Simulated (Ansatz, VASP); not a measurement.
# Ti in VASP and in Ansatz

```
Ti
1.0
     2.05515    2.05515    0.00000
    -2.05515    2.05515    0.00000
     0.00000    0.00000    4.11030
Ti
2
Direct
  0.00000 0.00000 0.00000
  0.50000 0.50000 0.50000
```

Alike in both runs: task single point; functional r2SCAN; k mesh 18 × 18 × 12; occupations gaussian, width 0.1 eV; no spin polarisation.

```csv
,VASP,Ansatz
version,VASP 6.6.1,Ansatz 0.2.0
potentials or method,"VASP PAW PBE potentials, release 64 (Ti_sv), cutoff 520 eV","scalar-relativistic, plane waves, PAW"
valence electrons in the cell,24,24
```

Ansatz gave:

| Quantity | Value |
| --- | --- |
| gap on the k mesh at the Fermi level (eV) | none |
| pressure (GPa) | 0.0 |

Q: Which values does VASP return?

A: gap on the k mesh at the Fermi level (eV): none; pressure (GPa): 0.4.

VASP's potentials were made for PBE, not for r2SCAN. A gap of «none» marks a metal or a gap that the smearing closes.
